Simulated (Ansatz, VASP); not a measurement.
# Two plane-wave programs on BePtC3

```
CELL_PARAMETERS angstrom
3.98523 0.00000 0.00000
0.00000 3.98523 0.00000
0.00000 0.00000 3.98523
ATOMIC_POSITIONS crystal
Be 0.50000 0.50000 0.50000
Pt 0.00000 0.00000 0.00000
C 0.50000 0.00000 0.00000
C 0.00000 0.50000 0.00000
C 0.00000 0.00000 0.50000
```

Alike in both runs: functional PBE; k mesh 4 × 4 × 4; occupations gaussian, width 0.1 eV; no spin polarisation.

Ansatz relaxed the structure, and its values are those at the end. VASP's run is a single point on that final structure, the one shown.

```csv
,VASP,Ansatz
version,VASP 6.6.1,Ansatz 0.2.0
potentials or method,"VASP PAW PBE potentials, release 64 (Be, Pt, C), cutoff 600 eV","scalar-relativistic, plane waves, PAW"
valence electrons in the cell,24,32
```

|  | VASP | Ansatz | Ansatz less VASP |
| --- | --- | --- | --- |
| gap on the k mesh at the Fermi level (eV) | none | none | - |
| pressure (GPa) | 0.1 | 0.2 | +0.04 |

A gap of «none» marks a metal or a gap that the smearing closes. VASP's potentials hold 24 valence electrons a cell and Ansatz's 32, so a difference there can come from the potentials and not from the codes.

The k mesh is coarse, so the values compare programs but aren't converged. Neither program's run includes spin-orbit coupling.
